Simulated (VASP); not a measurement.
Write the native input for VASP 6.6.1 that does the following.

```
Task                   : single point
Functional             : PBEsol
Potentials or basis    : VASP PAW PBE potentials, release 64 (Cu)
Cutoff                 : 520 eV
k mesh                 : 8 × 8 × 8
Occupations            : gaussian, width 0.1 eV
Spin                   : no spin polarisation
Dipole correction      : no
Further INCAR settings : ALGO = Fast; EDIFF = 1e-07; NBANDS = 54
```

The structure of Cu lies in POSCAR:

```
Cu
1.0
    4.5279856407      0.0000000000      0.0000000000
    0.0000000000      4.5279856407      0.0000000000
    0.0000000000      0.0000000000      4.5279856407
Cu
8
Direct
    0.5000000000      0.5000000000      0.5000000000
    0.0000000000      0.0000000000      0.0000000000
    0.2500000000      0.0000000000      0.5000000000
    0.5000000000      0.2500000000      0.0000000000
    0.5000000000      0.7500000000      0.0000000000
    0.7500000000      0.0000000000      0.5000000000
    0.0000000000      0.5000000000      0.7500000000
    0.0000000000      0.5000000000      0.2500000000
```

The input as run:

INCAR

```
SYSTEM = Cu
PREC     = Accurate       ! precision mode
ENCUT    = 520            ! plane-wave cutoff, eV
EDIFF    = 1E-7           ! SCF threshold, eV
ISMEAR   = 0              ! smearing method
SIGMA    = 0.1            ! smearing width, eV
LREAL    = .FALSE.        ! projectors in reciprocal space
LASPH    = .TRUE.         ! aspherical terms in the spheres
NELM     = 60             ! most SCF steps
ALGO     = Fast           ! electronic algorithm
ISIF     = 2              ! what is computed and relaxed
LWAVE    = .FALSE.        ! write WAVECAR
LCHARG   = .FALSE.        ! write CHGCAR
GGA      = PS             ! functional
NBANDS   = 54             ! bands
```

KPOINTS

```
Automatic mesh
0
G
  8 8 8
  0 0 0
```

Potentials or basis: VASP PAW PBE potentials, release 64 (Cu).

Run with:

```bash
$ cat potpaw_PBE.64/Cu/POTCAR > POTCAR
$ mpirun -np 1 vasp_std > vasp.out
```

Results of the run:

```
Pressure               : 0.7 GPa
Band gap on the k mesh : zero (bands 44 and 45 overlap by 1.75 eV)
```

Caveat: the PAW data sets were made with another functional, which shifts forces and pressure a little.

It took 95 s on 1 thread of Intel(R) Xeon(R) 6975P-C (Granite Rapids), with other jobs on the host, peak memory 0.27 GiB.
